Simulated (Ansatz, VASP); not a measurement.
CdF2 in VASP and in Ansatz

Contents of INCAR:

```
SYSTEM = CdF2
PREC = Accurate ; ENCUT = 520
EDIFF = 1E-6 ; ISMEAR = 0
SIGMA = 0.05 ; LREAL = .FALSE.
LASPH = .TRUE. ; NELM = 60
ALGO = Normal ; ISIF = 2
LWAVE = .FALSE. ; LCHARG = .TRUE.
GGA = PS ; LELF = .TRUE.
LVHAR = .TRUE. ; NBANDS = 20
```

KPOINTS

```
regular mesh
0
G
  8 8 8
  0 0 0
```

Contents of POSCAR:

```
CdF2
1.0
    0.0000000000      2.9051846744      2.6814854544
    2.9051846744      0.0000000000      2.6814854544
    2.9051846744      2.9051846744      0.0000000000
Cd F
1 2
Direct
    0.0000000000      0.0000000000      0.0000000000
    0.2500000000      0.2500000000      0.2500000000
    0.7500000000      0.7500000000      0.7500000000
```

Input for Ansatz:

```yaml
crystal:
  lattice:
    - [0.0, 2.9051846744, 2.6814854544]
    - [2.9051846744, 0.0, 2.6814854544]
    - [2.9051846744, 2.9051846744, 0.0]
  atoms:
    - { symbol: Cd, position: [0.0, 0.0, 0.0] }
    - { symbol: F, position: [0.25, 0.25, 0.25] }
    - { symbol: F, position: [0.75, 0.75, 0.75] }
basis:
  ecutwfc: 520.0
kpoints:
  mp_grid: { grid: [8, 8, 8] }
hamiltonian:
  xc: pbesol
scf:
  occupations: { method: gaussian, width: 0.05 }
output:
  forces: true
  stress: true
  eigenvalues: true
  write_density: true
  write_potential: true
  elf: true
  volumetric_format: npy
```

Alike in both runs: task single point; functional PBEsol; k mesh 8 × 8 × 8; occupations gaussian, width 0.05 eV; no spin polarisation.

|  | VASP | Ansatz |
| --- | --- | --- |
| version | VASP 6.6.1 | Ansatz 0.2.0 |
| potentials or method | VASP PAW PBE potentials, release 64 (Cd, F), cutoff 520 eV | scalar-relativistic, plane waves, PAW |
| valence electrons in the cell | 26 | 34 |

|  | VASP | Ansatz | Ansatz less VASP |
| --- | --- | --- | --- |
| gap on the k mesh at the Fermi level (eV) | 2.20 | 2.22 | +0.025 |
| least direct gap on the mesh (eV) | 2.62 | 2.65 | +0.029 |
| pressure (GPa) | -10.9 | -11.2 | -0.28 |
| traceless stress, the component that is largest in VASP (GPa) | 5.23 | 5.29 | +0.053 |

VASP's potentials were made for PBE, not for PBEsol. VASP's potentials hold 26 valence electrons a cell and Ansatz's 34, so a difference there can come from the potentials and not from the codes.
